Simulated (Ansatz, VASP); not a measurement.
One calculation of Mg, two programs

```
CELL_PARAMETERS angstrom
3.17496 0.00000 0.00000
-1.58748 2.74960 0.00000
0.00000 0.00000 5.15432
ATOMIC_POSITIONS crystal
Mg 0.33333 0.66667 0.25000
Mg 0.66667 0.33333 0.75000
```

Alike in both runs: task single point; functional PBEsol; k mesh 19 × 19 × 10; occupations fermi-dirac, width 0.1 eV; no spin polarisation.

```csv
,VASP,Ansatz
version,VASP 6.6.1,Ansatz 0.2.0
potentials or method,"VASP PAW PBE potentials, release 64 (Mg), cutoff 520 eV","plane waves (420 eV) with PAW, scalar-relativistic"
valence electrons in the cell,4,20
```

Ansatz gave:

| Item | Value |
| --- | --- |
| pressure (GPa) | 0.1 |

**Question.** What did VASP give for the same quantities?

**Answer.** Pressure (GPa): 0.0.

VASP's potentials were made for PBE, not for PBEsol, and Ansatz warns of the same on its side. VASP's potentials hold 4 valence electrons a cell and Ansatz's 20, so a difference there can come from the potentials and not from the codes.
